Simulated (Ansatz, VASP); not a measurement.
## Ir in VASP and in Ansatz

```
CELL_PARAMETERS angstrom
0.00000 1.90609 1.90609
1.90609 0.00000 1.90609
1.90609 1.90609 0.00000
ATOMIC_POSITIONS crystal
Ir 0.00000 0.00000 0.00000
```

Alike in both runs: task single point; functional LDA; k mesh 14 × 14 × 14; occupations fermi-dirac, width 0.1 eV; no spin polarisation.

|  | VASP | Ansatz |
| --- | --- | --- |
| version | VASP 6.6.1 | Ansatz 0.2.0 |
| potentials or method | VASP PAW LDA potentials, release 64 (Ir_sv_GW), cutoff 560 eV | plane waves (800 eV) with PAW, scalar-relativistic |
| valence electrons in the cell | 17 | 17 |

|  | VASP | Ansatz | Ansatz less VASP |
| --- | --- | --- | --- |
| pressure (GPa) | -0.3 | 0.0 | +0.33 |

Ansatz warns that its potentials were made for another functional, while VASP's fit it. LDA's correlation is that of Perdew and Zunger in VASP and of Perdew and Wang (1992) in Ansatz.

Spin-orbit coupling is off throughout.
